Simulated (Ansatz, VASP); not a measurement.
## Re: VASP beside Ansatz

```
CELL_PARAMETERS angstrom
0.00000 2.26000 1.42199
2.26000 0.00000 1.42199
2.26000 2.26000 0.00000
ATOMIC_POSITIONS crystal
Re 0.00000 0.00000 0.00000
```

Alike in both runs: task single point; functional PBE; k mesh 10 × 10 × 10; occupations gaussian, width 0.15 eV; no spin polarisation.

|  | VASP | Ansatz |
| --- | --- | --- |
| version | VASP 6.6.1 | Ansatz 0.2.0 |
| potentials or method | VASP PAW PBE potentials, release 64 (Re), cutoff 520 eV | scalar-relativistic, plane waves, PAW |
| valence electrons in the cell | 7 | 15 |

|  | VASP | Ansatz | Ansatz less VASP |
| --- | --- | --- | --- |
| gap on the k mesh at the Fermi level (eV) | none | none | - |
| pressure (GPa) | 15.7 | 16.0 | +0.27 |
| traceless stress, the component that is largest in VASP (GPa) | 4.65 | 4.82 | +0.170 |

A gap of «none» marks a metal or a gap that the smearing closes. With one functional, cell and mesh, what is left measures potentials, basis and numerics. VASP's potentials hold 7 valence electrons a cell and Ansatz's 15, so a difference there can come from the potentials and not from the codes.

Neither program's run includes spin-orbit coupling.
